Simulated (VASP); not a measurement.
# MnS: single point with PBE

The system is MnS.

```
CELL_PARAMETERS angstrom
0.00000 2.65892 2.65892
2.65892 0.00000 2.65892
2.65892 2.65892 0.00000
ATOMIC_POSITIONS crystal
Mn 0.00000 0.00000 0.00000
S 0.50000 0.50000 0.50000
```

* Program: VASP 6.6.1
* Task: single point
* Functional: PBE
* Potentials or basis: VASP PAW PBE potentials, release 64 (Mn_pv, S)
* Cutoff: 500 eV
* k mesh: 6 × 6 × 6
* Occupations: gaussian, width 0.0155 eV
* Spin: no spin polarisation
* Dipole correction: no
* Further INCAR settings: ALGO = Normal; EDIFF = 1e-06; NBANDS = 16

```yaml
Pressure: -24.2 GPa
Band_gap_on_the_k_mesh: zero (an odd number of electrons rules out a gap without spin polarisation)
```

Levels at points of the mesh, in eV from the Fermi level:
```tsv
k point	band 6	band 7	band 8	band 9	band 10	band 11	band 12	band 13
(0.00, 0.00, 0.00)	-1.58	-1.58	-0.76	-0.76	-0.76	-0.70	-0.70	2.20
(0.50, 0.00, 0.00)	-3.37	-3.37	-0.15	-0.15	0.07	1.86	1.86	3.56
(0.50, 0.50, 0.00)	-2.93	-2.93	-1.43	-0.41	0.02	0.02	0.27	1.98
```

Run time: 15 s on 1 thread of Intel(R) Xeon(R) Platinum 8259CL CPU @ 2.50GHz (Skylake/Cascade Lake), with other jobs on the host, peak memory 0.15 GiB.

Caveat: the cell stands under tension; the run has no spin polarisation, though such a crystal can be magnetic; semilocal functionals often make such compounds metallic where correlation or magnetic order opens a gap, which also shifts bond lengths. With open d or f shells a metallic result of PBE can be an artefact of self-interaction; +U or a hybrid may open a gap.
